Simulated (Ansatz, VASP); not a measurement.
## Ni: VASP beside Ansatz

Contents of INCAR:

```
SYSTEM = Ni
PREC = Accurate
ENCUT = 520
EDIFF = 1E-7
ISMEAR = -1
SIGMA = 0.1
LREAL = .False.
LASPH = .True.
NELM = 150
ALGO = Normal
ISIF = 2
LWAVE = .False.
LCHARG = .False.
ISPIN = 2
MAGMOM = 1 1 1
LORBIT = 11
LMAXMIX = 4
NBANDS = 26
```

KPOINTS

```
Automatic mesh
0
Gamma
  19 19 7
  0 0 0
```

File POSCAR:

```
Ni
1.0
    0.0000000000      1.7125382447     -1.7125382447
   -1.7125382447      0.0000000000      1.7125382447
    3.4250764894      3.4250764894      3.4250764894
Ni
3
Direct
    0.0000000000      0.0000000000      0.0000000000
    0.3333333330      0.6666666670      0.3333333330
    0.6666666670      0.3333333330      0.6666666670
```

Input for Ansatz:

```yaml
crystal:
  lattice:
    - [0.0, 1.7125382447, -1.7125382447]
    - [-1.7125382447, 0.0, 1.7125382447]
    - [3.4250764894, 3.4250764894, 3.4250764894]
  atoms:
    - { symbol: Ni, position: [0.0, 0.0, 0.0], spin: 1.0 }
    - { symbol: Ni, position: [0.333333333, 0.666666667, 0.333333333], spin: 1.0 }
    - { symbol: Ni, position: [0.666666667, 0.333333333, 0.666666667], spin: 1.0 }
magnetization:
  spin_polarized: true
kpoints:
  mp_grid: { grid: [19, 19, 7] }
scf:
  occupations: { method: fermi_dirac, width: 0.1 }
hamiltonian:
  xc: lda
  pseudopotentials: { kind: all_electron, lapw: { basis_error: 0.001 } }
output:
  forces: true
  stress: true
  eigenvalues: true
```

Alike in both runs: task single point; functional LDA; k mesh 19 × 19 × 7; occupations fermi-dirac, width 0.1 eV; collinear spin.

```csv
,VASP,Ansatz
version,VASP 6.6.1,Ansatz 0.2.0
potentials or method,"VASP PAW LDA potentials, release 64 (Ni), cutoff 520 eV","all-electron LAPW, scalar-relativistic"
```

|  | VASP | Ansatz | Ansatz less VASP |
| --- | --- | --- | --- |
| pressure (GPa) | -0.2 | -0.1 | +0.10 |
| net moment per atom (μB) | 0.54 | 0.57 | +0.025 |
| size of the moment on the site where the two differ most (μB) | 0.54 | 0.58 | +0.041 |

LDA's correlation is that of Perdew and Zunger in VASP and of Perdew and Wang (1992) in Ansatz. Site moments also hang on the region over which each program counts them. Ansatz ran all-electron here, and VASP with PAW potentials.
